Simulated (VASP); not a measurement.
# Si62B (a cell with a defect) in VASP: notebook

Runs on Si62B (a cell with a defect). Level: LDA. Tasks: single point.

All numbers are computed with VASP 6.6.1; they aren't measurements. Logs are shortened: lines on timing, memory, paths and dates and some standing lists are left out, and cuts for length are marked.

## Step 1: The cell of the first run

The cell holds a defect, 63 atoms: a = 10.860 Å, b = 10.860 Å, c = 10.860 Å, α = 90.00°, β = 90.00°, γ = 90.00°.

## Step 2: Single point, LDA, collinear spin, zero start

Contents of INCAR:

```
  PREC = Accurate
  ENCUT = 520
  EDIFF = 1E-6
  ISMEAR = -1
  SIGMA = 0.05
  LREAL = Auto
  LASPH = T
  NELM = 150
  ALGO = Normal
  ISIF = 2
  LWAVE = F
  LCHARG = F
  ISPIN = 2
  MAGMOM = 0 0 0 0 0 0 0 0 0 0 0 0 0 0 0 0 0 0 0 0 0 0 0 0 0 0 0 0 0 0 0 0 0 0 0 0 0 0 0 0 0 0 0 0 0 0 0 0 0 0 0 0 0 0 0 0 0 0 0 0 0 0 0
  LORBIT = 11
  GGA = CA
  NELECT = 249.0
  NBANDS = 166
```

Contents of KPOINTS:

```
Automatic mesh
0
Gamma
  1 1 1
```

Contents of POSCAR:

```
Si62B
1.0
   10.8600000000      0.0000000000      0.0000000000
    0.0000000000     10.8600000000      0.0000000000
    0.0000000000      0.0000000000     10.8600000000
Si B
62 1
Direct
    0.5016965930     -0.0021978821      0.0025169429
    0.6246271639      0.1202764273      0.1295053407
    0.7467324125      0.2486569061      0.0056505525
    0.8759294659      0.3751614180      0.1246891344
    0.8840383057      0.0853195212      0.3337389503
   -0.0154984346      0.0017708103      0.0226514733
    0.1313518416      0.1304351750      0.1232142726
    0.2546532228      0.2520949355     -0.0046236648
    0.3743414365      0.3778416206      0.1253756906
    0.4993265193      0.5021685083     -0.0003919890
    0.6279002762      0.6271665746      0.1259990792
    0.7507950276      0.7481448435     -0.0011395948
    0.2496224678      0.0019146409      0.2511009208
    0.3729165746      0.1278050645      0.3773717311
    0.4995404236      0.2479452118      0.2497343462
    0.6307915285      0.3694279926      0.3724763352
    0.7513571823      0.5010534991      0.2502346225
    0.8732540516      0.6334489871      0.3730745856
    0.4950351750      0.0010858195      0.5026587477
    0.6306663904      0.1232153775      0.6200639042
    0.7577259669      0.2287319521      0.4785250460
    0.8733337017      0.3656395948      0.6141023941
    0.7514736648      0.0006709945      0.7510065378
    0.8734132597      0.1262525783      0.8808186004
   -0.0006390424      0.5011557090     -0.0000636280
    0.1125901473      0.6356279926      0.1271888582
    0.2435883978      0.7522581952      0.0019535912
    0.3723046961      0.8749441989      0.1244339779
    0.0028664825      0.2499173112      0.2477038674
    0.1220692449      0.3775355433      0.3769685083
    0.2434905157      0.5046871087      0.2483448435
    0.3764638122      0.6211771639      0.3752425414
    0.4984686924      0.7510037753      0.2485466851
    0.6151658379      0.8742308471      0.3788985267
    0.0023765193     -0.0029634438      0.4980599448
    0.1222188766      0.1261304788      0.6260360958
    0.2466672192      0.2521066298      0.5016148250
    0.3757119705      0.3746924494      0.6249125230
    0.5031448435      0.4949717311      0.4981560773
    0.6220970534      0.6239755985      0.6244406998
    0.7469804788      0.7548155617      0.4995602210
    0.8758480663      0.8753148250      0.6250290055
    0.2428010129     -0.0008808471      0.7564945672
    0.3786785451      0.1241167587      0.8726059853
    0.5032977901      0.2485932781      0.7460685083
    0.6224935543      0.3743188766      0.8751671271
    0.7485140884      0.4932453039      0.7437840700
    0.8733476980      0.6220046961      0.8725478821
   -0.0169850829      0.7750231123      0.2461497238
    0.1300414365      0.8730906998      0.3773286372
   -0.0031729282      0.5043636280      0.4990677716
    0.1243765193      0.6257528545      0.6269308471
    0.2523114180      0.7458802026      0.5016125230
    0.3711527624      0.8742461326      0.6303879374
   -0.0022266114      0.2503367403      0.7515139042
    0.1259302947      0.3763442910      0.8744000921
    0.2504492634      0.5006902394      0.7498683241
    0.3717404236      0.6273687845      0.8775625230
    0.4993559853      0.7489213628      0.7523545120
    0.6287763352      0.8751616943      0.8768966851
   -0.0014715470      0.7512547882      0.7525670350
    0.1120633517      0.8784863720      0.8868244015
    0.9096536832     -0.0596661142      0.1852211786
```

Potentials or basis: VASP PAW LDA potentials, release 64 (Si, B).

Started as:

```sh
$ cat potpaw_LDA.64/Si/POTCAR potpaw_LDA.64/B/POTCAR > POTCAR
$ mpirun -np 1 vasp_gam > vasp.out
```

OUTCAR:

```text
PREC = Accurate
   ENCUT = 520
   EDIFF = 1E-6
   ISMEAR = -1
   LREAL = Auto
   LASPH = T
   NELM = 150
   ISIF = 2
   ISPIN = 2
   LORBIT = 11
   GGA = CA
   NELECT = 249.0

 ion  position               nearest neighbor table
   1  0.502  0.998  0.003-   2 2.34  28 2.35  60 2.35  44 2.38
   2  0.625  0.120  0.130-   1 2.34  15 2.34   3 2.35
   3  0.747  0.249  0.006-  24 2.34   2 2.35   4 2.35  46 2.39
   4  0.876  0.375  0.125-  25 2.35   3 2.35  29 2.35  17 2.36
   5  0.884  0.085  0.334-  63 2.27  29 2.39  35 2.40  21 2.60
   6  0.985  0.002  0.023-  63 2.05  24 2.38   7 2.39  62 2.43
   7  0.131  0.130  0.123-  29 2.34   8 2.34  13 2.35   6 2.39
   8  0.255  0.252  0.995-   7 2.34  56 2.35  44 2.35   9 2.36
   9  0.374  0.378  0.125-  10 2.35   8 2.36  15 2.38  31 2.39
  10  0.499  0.502  1.000-  58 2.35   9 2.35  46 2.35  11 2.38
  11  0.628  0.627  0.126-  12 2.33  17 2.34  33 2.36  10 2.38
  12  0.751  0.748  0.999-  60 2.33  11 2.33  48 2.35
  13  0.250  0.002  0.251-  50 2.35   7 2.35  14 2.35  28 2.36
  14  0.373  0.128  0.377-  19 2.35  15 2.35  37 2.35  13 2.35
  15  0.500  0.248  0.250-   2 2.34  14 2.35  16 2.36   9 2.38
  16  0.631  0.369  0.372-  17 2.35  15 2.36  21 2.36  39 2.38
  17  0.751  0.501  0.250-  11 2.34  16 2.35   4 2.36  18 2.37
[... 43 lines left out ...]
  61  0.999  0.751  0.753-  42 2.35  48 2.35  62 2.36  52 2.36
  62  0.112  0.878  0.887-  27 2.34  61 2.36  43 2.39   6 2.43
  63  0.910  0.940  0.185-   6 2.05  49 2.07   5 2.27

  LATTYP: Found a simple cubic cell.
 ALAT       =    10.8600000000

  Lattice vectors:

 A1 = (  10.8600000000,   0.0000000000,   0.0000000000)
 A2 = (   0.0000000000,  10.8600000000,   0.0000000000)
 A3 = (   0.0000000000,   0.0000000000,  10.8600000000)

Analysis of symmetry for initial positions (statically):
=====================================================================
 Subroutine PRICEL returns:
 Original cell was already a primitive cell.

 Routine SETGRP: Setting up the symmetry group for a
 simple cubic supercell.

 Subroutine GETGRP returns: Found  1 space group operations
 (whereof  1 operations were pure point group operations)
 out of a pool of 48 trial point group operations.

The static configuration has the point symmetry C_1 .

Analysis of symmetry for dynamics (positions and initial velocities):
=====================================================================
 Subroutine PRICEL returns:
 Original cell was already a primitive cell.

 Routine SETGRP: Setting up the symmetry group for a
 simple cubic supercell.

 Subroutine GETGRP returns: Found  1 space group operations
 (whereof  1 operations were pure point group operations)
 out of a pool of 48 trial point group operations.

The dynamic configuration has the point symmetry C_1 .

Analysis of structural, dynamic, and magnetic symmetry:
=====================================================================
 Subroutine PRICEL returns:
 Original cell was already a primitive cell.

 Routine SETGRP: Setting up the symmetry group for a
 simple cubic supercell.

 Subroutine GETGRP returns: Found  1 space group operations
 (whereof  1 operations were pure point group operations)
 out of a pool of 48 trial point group operations.

The overall configuration has the point symmetry C_1 .

 Subroutine INISYM returns: Found  1 space group operations
 (whereof  1 operations are pure point group operations),
 and found     1 'primitive' translations

----------------------------------------------------------------------------------------

                                     Primitive cell

  volume of cell :    1280.8241

[... 178 lines left out ...]
   ISTART =      0    job   : 0-new  1-cont  2-samecut
   ICHARG =      2    charge: 1-file 2-atom 10-const
   ISPIN  =      2    spin polarized calculation?
   LNONCOLLINEAR =      F non collinear calculations
   LSORBIT =      F    spin-orbit coupling
   LASPH  =      T    aspherical Exc in radial PAW
   ENCUT  =  520.0 eV  38.22 Ry    6.18 a.u.  20.19 20.19 20.19*2*pi/ulx,y,z
   NELM   =    150;   NELMIN=  2; NELMDL= -5     # of ELM steps
   EDIFF  = 0.1E-05   stopping-criterion for ELM
   LREAL  =      T    real-space projection
   EDIFFG = 0.1E-04   stopping-criterion for IOM
   NSW    =      0    number of steps for IOM
   IBRION =     -1    ionic relax: 0-MD 1-quasi-New 2-CG
   NFREE  =      0    steps in history (QN), initial steepest desc. (CG)
   ISIF   =      2    stress and relaxation
   ISYM   =      2    0-nonsym 1-usesym 2-fastsym
   POTIM  = 0.5000    time-step for ionic-motion
   TEBEG  =    0.0;   TEEND  =   0.0 temperature during run
   PSTRESS=    0.0 pullay stress
   NELECT =     249.0000    total number of electrons
   NUPDOWN=      -1.0000    fix difference up-down
   EMIN   =  10.00;   EMAX   =-10.00  energy-range for DOS
   EFERMI =   0.00;   METHOD = LEGACY
   ISMEAR =    -1;   SIGMA  =   0.05  broadening in eV -4-tet -1-fermi 0-gaus
   EFERMI_NEDOS =   21; number of points for ismear=-14 and -15
   IALGO  =     38    algorithm
   IMIX   =      4    mixing-type and parameters
     AMIX     =   0.40;   BMIX     =  1.00
     AMIX_MAG =   1.60;   BMIX_MAG =  1.00
  volume/ion in A,a.u.               =      20.33       137.20
  Fermi-wavevector in a.u.,A,eV,Ry     =   0.948371  1.792161 12.237175  0.899407
  Thomas-Fermi vector in A             =   2.076553
   LORBIT       =     11    0 simple, 1 ext, 2 COOP (PROOUT), +10 PAW based schemes
   GGA     = CA    functional components
   LHFCALC =     F    Hartree Fock is set to
   AEXX    =    0.0000 exact exchange contribution
   IVDW    =     0    specifies the selected vdW correction
   LEPSILON=     F    determine dielectric tensor
   LRPA    =     F    only Hartree local field effects (RPA)
 spin polarized calculation
  energy-cutoff  :      520.00
  volume of cell :     1280.82
 maximum number of plane-waves:     17229
 NGX is ok and might be reduce to    84
   NGX = 41   NGY = 41   NGZ = 41

 number of electron     248.9999998 magnetization      -0.0000018

 number of electron     248.9999998 magnetization       0.0000014

 Free energy of the ion-electron system (eV)
  ---------------------------------------------------
  ext. energy  EPLUGINS =         0.00000000
  ---------------------------------------------------
  free energy    TOTEN  =      -376.12881336 eV

  energy without entropy =     -376.05164134  energy(sigma->0) =     -376.09022735

 E-fermi :   5.5300     XC(G=0):  -9.4930

 val. band max:        5.2257400430   @ k =   0.0000   0.0000   0.0000
 cond. band min:       5.5316735018   @ k =   0.0000   0.0000   0.0000
 fundamental gap:      0.3059334589
 Fermi energy:         5.5300280878

 spin component 1

 k-point     1 :       0.0000    0.0000    0.0000
  band No.  band energies     occupation
      1      -6.3152      1.00000
      2      -5.3425      1.00000
      3      -5.2912      1.00000
      4      -5.2448      1.00000
      5      -5.2426      1.00000
      6      -5.2008      1.00000
[... 128 lines left out ...]
    135       6.6696      0.00000
    136       6.7086      0.00000
 Fermi energy:         5.5300280878

 spin component 2

 k-point     1 :       0.0000    0.0000    0.0000
  band No.  band energies     occupation
      1      -6.3152      1.00000
      2      -5.3425      1.00000
      3      -5.2912      1.00000
      4      -5.2448      1.00000
      5      -5.2426      1.00000
      6      -5.2008      1.00000
[... 128 lines left out ...]
    135       6.6696      0.00000
    136       6.7086      0.00000
 [bands above 136 left out]

------------------------ aborting loop because EDIFF is reached ----------------------------------------

  FORCE on cell =-STRESS in cart. coord.  units (eV):
  Direction    XX          YY          ZZ          XY          YZ          ZX
  --------------------------------------------------------------------------------------
  -------------------------------------------------------------------------------------
  Total      -36.3009786    -39.3678171    -39.0204789      2.0138423     -3.6707728      0.9752857
  in kB      -45.4087388    -49.2450339    -48.8105501      2.5191068     -4.5917540      1.2199807
  external PRESSURE =     -47.8214409 kB  Pullay stress =       0.0000000 kB

 VOLUME and BASIS-vectors are now :
 -----------------------------------------------------------------------------
  energy-cutoff  :      520.00
  volume of cell :     1280.82
      direct lattice vectors                 reciprocal lattice vectors
    10.860000000  0.000000000  0.000000000     0.092081031  0.000000000  0.000000000
     0.000000000 10.860000000  0.000000000     0.000000000  0.092081031  0.000000000
     0.000000000  0.000000000 10.860000000     0.000000000  0.000000000  0.092081031

 POSITION                                       TOTAL-FORCE (eV/Angst)
 -----------------------------------------------------------------------------------
      5.44842     10.83613      0.02733        -0.026884      0.001482     -0.004458
      6.78345      1.30620      1.40643        -0.110420      0.091973     -0.011911
      8.10951      2.70041      0.06137        -0.008052      0.002900      0.005303
      9.51259      4.07425      1.35412        -0.001125      0.005453     -0.001182
      9.60066      0.92657      3.62441        -0.015156     -0.046923     -0.042440
     10.69169      0.01923      0.24600         0.037863     -0.033891     -0.024990
[... 55 lines left out ...]
      1.21701      9.54036      9.63091         0.016229     -0.013486     -0.025784
      9.87884     10.21203      2.01150         0.190417     -0.184767     -0.008231
 -----------------------------------------------------------------------------------
    total drift:                                0.000991      0.011265      0.007717

  FREE ENERGIE OF THE ION-ELECTRON SYSTEM (eV)
  ---------------------------------------------------
  free  energy   TOTEN  =      -376.1288133576 eV

  energy  without entropy=     -376.0516413384  energy(sigma->0) =     -376.09022735

 total charge

# of ion       s       p       d       tot
------------------------------------------
    1        0.748   0.947   0.000   1.695
    2        0.784   0.858   0.000   1.642
    3        0.751   0.938   0.000   1.689
    4        0.746   0.955   0.000   1.701
    5        0.762   0.825   0.000   1.587
    6        0.748   0.917   0.000   1.665
[... 55 lines left out ...]
   62        0.750   0.926   0.000   1.676
   63        0.700   0.915   0.000   1.615
--------------------------------------------------
tot         47.276  58.912   0.000 106.188

 magnetization (x)

# of ion       s       p       d       tot
------------------------------------------
    1       -0.000   0.000   0.000  -0.000
    2        0.000   0.000   0.000   0.000
    3        0.000   0.000   0.000   0.000
    4       -0.000  -0.000   0.000  -0.000
    5       -0.000   0.000   0.000  -0.000
    6        0.000   0.000   0.000   0.000
[... 55 lines left out ...]
   62       -0.000  -0.000   0.000  -0.000
   63        0.000   0.000   0.000   0.000
--------------------------------------------------
tot          0.000   0.000   0.000   0.000
```

Run time: 11 min. Hardware: 1 thread of Intel Xeon Platinum 8259CL at 2.50GHz (Skylake/Cascade Lake), shared host; peak memory 0.91 GiB.

What came out:

```
Free energy                                           : -376.1288 eV
Largest force                                         : 0.265 eV/Å
Net moment                                            : 0.00 μB per cell
Valence electrons inside the program's atomic spheres : Si 1.70, 1.64, 1.69, 1.59, 1.67, 1.68, 1.65, 1.63, 1.66 (each value once); B 1.61
```

Forces on the atoms (eV/Å):
```
Si  -0.027  0.001 -0.004
Si  -0.110  0.092 -0.012
Si  -0.008  0.003  0.005
Si  -0.001  0.005 -0.001
Si  -0.015 -0.047 -0.042
Si   0.038 -0.034 -0.025
Si   0.007 -0.005 -0.001
Si  -0.003  0.005 -0.003
Si  -0.022  0.026 -0.008
Si   0.008  0.006  0.005
Si   0.005  0.017  0.001
Si   0.023  0.038  0.027
Si   0.000  0.001  0.006
Si  -0.006  0.006  0.009
Si  -0.050  0.056  0.021
Si   0.006  0.014  0.010
Si   0.000  0.007 -0.002
Si   0.002  0.006  0.009
Si   0.000  0.008 -0.002
Si   0.006  0.003  0.005
Si   0.005 -0.012 -0.017
Si  -0.010 -0.008  0.000
Si  -0.004 -0.002  0.005
Si   0.005 -0.012  0.019
Si  -0.009  0.006  0.000
Si   0.004 -0.003 -0.010
Si   0.007 -0.004 -0.005
Si  -0.007 -0.001  0.004
Si  -0.012 -0.015 -0.011
Si  -0.017 -0.012 -0.009
Si  -0.015  0.002  0.009
Si   0.002 -0.001 -0.003
Si  -0.001  0.004  0.001
Si   0.001  0.014 -0.010
Si  -0.008 -0.005  0.001
Si  -0.015  0.005  0.001
Si  -0.018  0.004  0.005
Si  -0.006  0.000 -0.001
Si  -0.001  0.001  0.005
Si   0.002  0.007  0.001
Si  -0.011  0.010 -0.002
Si  -0.004 -0.001  0.001
Si  -0.002 -0.001 -0.017
Si  -0.014  0.009 -0.013
Si   0.003  0.000 -0.006
Si   0.001  0.002  0.001
Si  -0.001  0.002  0.002
Si  -0.006  0.013  0.004
Si   0.040 -0.018  0.023
Si   0.022  0.003  0.022
Si  -0.005 -0.003  0.002
Si   0.001 -0.005  0.000
Si   0.012 -0.007  0.009
Si   0.011  0.004  0.000
Si  -0.014  0.000  0.012
Si  -0.006  0.007  0.002
Si   0.001  0.002  0.002
Si   0.006 -0.001 -0.002
Si   0.007  0.011  0.007
Si  -0.003  0.006  0.012
Si  -0.002 -0.008 -0.007
Si   0.016 -0.013 -0.026
B    0.190 -0.185 -0.008
```

Levels at points of the mesh, in eV from the Fermi level:
Spin up:
```tsv
k point	band 122	band 123	band 124	band 125	band 126	band 127
(0.00, 0.00, 0.00)	-0.50	-0.50	-0.30	0.00	0.23	0.37
```
Spin down:
```tsv
k point	band 122	band 123	band 124	band 125	band 126	band 127
(0.00, 0.00, 0.00)	-0.50	-0.50	-0.30	0.00	0.23	0.37
```

Caveat: the k points lie up to 0.58 Å⁻¹ apart; the cell carries a net charge on a neutralising background, which shifts energy and pressure; the cell is charged against a uniform background, so pressure and absolute levels hang on convention.

(Part 1 of 3 ends here.)
